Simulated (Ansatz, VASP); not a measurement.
One calculation of RbAs2, two programs

```
CELL_PARAMETERS angstrom
0.00000 7.14668 6.75759
2.07619 0.00000 6.75759
2.07619 7.14668 0.00000
ATOMIC_POSITIONS crystal
Rb 0.50000 0.50000 0.50000
As 0.20352 0.20352 0.79648
As 0.79648 0.79648 0.20352
```

Alike in both runs: functional PBE; k mesh 12 × 12 × 12; occupations gaussian, width 0.1 eV; no spin polarisation.

Ansatz relaxed the structure, and its values are those at the end. VASP's run is a single point on that final structure, the one shown.

|  | VASP | Ansatz |
| --- | --- | --- |
| version | VASP 6.6.1 | Ansatz 0.2.0 |
| potentials or method | VASP PAW PBE potentials, release 64 (Rb_sv, As), cutoff 520 eV | scalar-relativistic, plane waves, PAW |
| valence electrons in the cell | 19 | 39 |

```tsv
	VASP	Ansatz	Ansatz less VASP
gap on the k mesh at the Fermi level (eV)	none	none	-
pressure (GPa)	0.1	0.0	-0.06
rms of the force components (eV/Å)	0.017	0.000	-0.0168
```

A gap of «none» marks a metal or a gap that the smearing closes. VASP's potentials hold 19 valence electrons a cell and Ansatz's 39, so a difference there can come from the potentials and not from the codes.
